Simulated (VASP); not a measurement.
Set up this calculation in VASP 6.6.1, as the native input.

```
Task                   : single point
Functional             : PBEsol
Potentials or basis    : VASP PAW PBE potentials, release 64 (H, C, Cl)
Cutoff                 : 520 eV
k mesh                 : 2 × 2 × 1
Occupations            : gaussian, width 0.05 eV
Spin                   : no spin polarisation
Dipole correction      : no
Further INCAR settings : LREAL = Auto; ALGO = Normal; EDIFF = 1e-06; NBANDS = 74
```

The structure of H5C10Cl lies in POSCAR:

```
H5C10Cl
1.0
    5.0487420000      0.0000000000      0.0000000000
    0.0000000000      5.0487420000      0.0000000000
    0.0000000000      0.0000000000     16.8355610000
H C Cl
10 20 2
Direct
    0.4277869616      0.0000000000      0.0593980801
    0.0722132365      0.0000000000      0.0593980801
    0.9277869616      0.0000000000      0.0593980801
    0.5722132365      0.0000000000      0.0593980801
    0.4277869616      0.5000000000      0.0593980801
    0.0722132365      0.5000000000      0.0593980801
    0.9277869616      0.5000000000      0.0593980801
    0.5722132365      0.5000000000      0.0593980801
    0.2491363195      0.4890980763      0.3664012147
    0.7205323623      0.3839308881      0.4259089436
    0.2500000990      0.0000000000      0.0970980415
    0.7500000990      0.0000000000      0.0970980415
    0.2500000990      0.5000000000      0.0970980415
    0.7500000990      0.5000000000      0.0970980415
    0.2500000990      0.2500000990      0.1501108279
    0.7500000990      0.2500000990      0.1501108279
    0.2500000990      0.7500000990      0.1501108279
    0.7500000990      0.7500000990      0.1501108279
    0.0034061950      0.2505945045      0.1980491770
    0.4953239837      0.2498256001      0.1983637492
   -0.0005496419      0.7498418418      0.2077226889
    0.4993012121      0.7493274562      0.2079776849
    0.0005708353      0.0163688301      0.2568484650
    0.4963511703      0.0151067335      0.2577773322
    0.0015306783      0.4833899217      0.2573845327
    0.4962620391      0.4827808591      0.2574986364
    0.2465946963      0.0909656306      0.3055876190
    0.7488722933      0.1128187972      0.2963103516
    0.2485514213      0.4104812644      0.3056458885
    0.7489863812      0.3880798425      0.2971427563
    0.2294545849     -0.0352535344      0.4039377126
    0.6470195942      0.4589830496      0.4974302312
```

The input as run:

INCAR

```
PREC = Accurate
ENCUT = 520
EDIFF = 1E-6
ISMEAR = 0
SIGMA = 0.05
LREAL = Auto
LASPH = True
NELM = 80
ALGO = Normal
ISIF = 2
LWAVE = False
LCHARG = False
GGA = PS
NBANDS = 74
```

KPOINTS

```
regular mesh
0
Gamma
  2 2 1
```

Potentials or basis: VASP PAW PBE potentials, release 64 (H, C, Cl).

Command:

```sh
$ cat potpaw_PBE.64/H/POTCAR potpaw_PBE.64/C/POTCAR potpaw_PBE.64/Cl/POTCAR > POTCAR
$ mpirun -np 1 vasp_std > vasp.out
```

It gave:

- Largest force: 8.964 eV/Å
- Band gap on the k mesh: 0.89 eV

Caveat: the k points lie up to 0.62 Å⁻¹ apart; there is no dipole correction, which matters where the two faces differ; the PAW data sets were made with another functional, which shifts forces and pressure a little.

It took 8.2 min on 1 thread of Intel Xeon 8259CL, with other jobs on the host, peak memory 0.48 GiB.
